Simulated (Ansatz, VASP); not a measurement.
**One calculation of Al2Au, two programs**

The input INCAR:

```
SYSTEM = Al2Au
  ALGO = Normal
  EDIFF = 1E-8
  ENCUT = 400
  GGA_COMPAT = .FALSE.
  ISIF = 2
  ISMEAR = -1
  LASPH = .TRUE.
  LCHARG = .FALSE.
  LEFG = .TRUE.
  LREAL = .FALSE.
  LWAVE = .FALSE.
  NBANDS = 16
  NELM = 120
  PREC = Accurate
  SIGMA = 0.05
```

The input KPOINTS:

```
k-points
0
G
  11 11 11
  0 0 0
```

File POSCAR:

```
Al2Au
1.0
    0.0000000000      3.0000000000      3.0300000000
    3.0000000000      0.0000000000      3.0300000000
    3.0000000000      3.0000000000      0.0000000000
Al Au
2 1
Direct
    0.2500000000      0.2500000000      0.2500000000
    0.7500000000      0.7500000000      0.7500000000
    0.0000000000      0.0000000000      0.0000000000
```

Input for Ansatz:

```yaml
crystal:
  lattice:
    - [0.0, 3.0, 3.03]
    - [3.0, 0.0, 3.03]
    - [3.0, 3.0, 0.0]
  atoms:
    - { symbol: Al, position: [0.25, 0.25, 0.25] }
    - { symbol: Al, position: [0.75, 0.75, 0.75] }
    - { symbol: Au, position: [0.0, 0.0, 0.0] }
kpoints:
  mp_grid: { grid: [11, 11, 11] }
scf:
  occupations: { method: fermi_dirac, width: 0.05 }
hamiltonian:
  xc: lda
  pseudopotentials: { kind: all_electron, datasets: crystal }
output:
  forces: true
  stress: true
  eigenvalues: true
  efg: { contact_densities: true }
```

Change from the starting cell: zz strain of +1 %, crystal datasets.

Alike in both runs: task electric field gradients; functional LDA; k mesh 11 × 11 × 11; occupations fermi-dirac, width 0.05 eV; no spin polarisation.

|  | VASP | Ansatz |
| --- | --- | --- |
| version | VASP 6.6.1 | Ansatz 0.2.0 |
| potentials or method | VASP PAW LDA potentials, release 64 (Al, Au), cutoff 400 eV | all-electron PAW with datasets made for the crystal, scalar-relativistic |

```tsv
	VASP	Ansatz	Ansatz less VASP
pressure (GPa)	-3.4	-3.6	-0.20
traceless stress, the component that is largest in VASP (GPa)	-0.33	-0.33	-0.005
size of Vzz on the site where it differs most (V/Å²)	10.1	6.7	-3.37
```

LDA's correlation is that of Perdew and Zunger in VASP and of Perdew and Wang (1992) in Ansatz. Ansatz ran all-electron here, and VASP with PAW potentials.

Neither program's run includes spin-orbit coupling.
